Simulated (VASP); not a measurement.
GaO3: single point with PBE

Crystal: GaO3.

```
Ga O
1.0
    -2.07560    2.07560    2.07560
     2.07560   -2.07560    2.07560
     2.07560    2.07560   -2.07560
Ga O
1 3
Direct
  0.00000 0.00000 0.00000
  0.00000 0.50000 0.50000
  0.50000 0.00000 0.50000
  0.50000 0.50000 0.00000
```

```yaml
Program: VASP 6.6.1
Task: single point
Functional: PBE
Potentials_or_basis: VASP PAW PBE potentials, release 64 (Ga_d, O)
Cutoff: 520 eV
k_mesh: 6 × 6 × 6
Occupations: gaussian, width 0.1 eV
Spin: collinear spin, ferromagnetic start
Starting_moments: "[0.0, 1.0, 1.0, 1.0] μB"
```

```yaml
Pressure: 0.4 GPa
Net_moment: 0.00 μB per cell
Valence_electrons_inside_the_program's_atomic_spheres: Ga 11.36; O 4.83
```

Levels at points of the mesh, in eV from the Fermi level:
Spin up:
| k point | band 12 | band 13 | band 14 | band 15 | band 16 | band 17 | band 18 | band 19 |
| --- | --- | --- | --- | --- | --- | --- | --- | --- |
| (0.00, 0.00, 0.00) | -4.38 | -4.38 | -4.38 | -0.31 | 1.56 | 1.56 | 1.56 | 10.34 |
| (0.50, 0.00, 0.00) | -2.85 | -2.45 | -2.09 | -2.01 | -1.30 | 1.69 | 5.35 | 7.30 |
| (0.50, 0.50, 0.50) | -2.85 | -2.85 | -2.85 | 0.49 | 1.75 | 1.75 | 1.75 | 11.39 |
Spin down:
| k point | band 12 | band 13 | band 14 | band 15 | band 16 | band 17 | band 18 | band 19 |
| --- | --- | --- | --- | --- | --- | --- | --- | --- |
| (0.00, 0.00, 0.00) | -4.38 | -4.38 | -4.38 | -0.31 | 1.56 | 1.56 | 1.56 | 10.34 |
| (0.50, 0.00, 0.00) | -2.85 | -2.45 | -2.09 | -2.01 | -1.30 | 1.69 | 5.35 | 7.30 |
| (0.50, 0.50, 0.50) | -2.85 | -2.85 | -2.85 | 0.49 | 1.75 | 1.75 | 1.75 | 11.39 |

Run time: 96 s on 1 thread of AMD EPYC 7571 (shared host), peak memory 0.15 GiB.
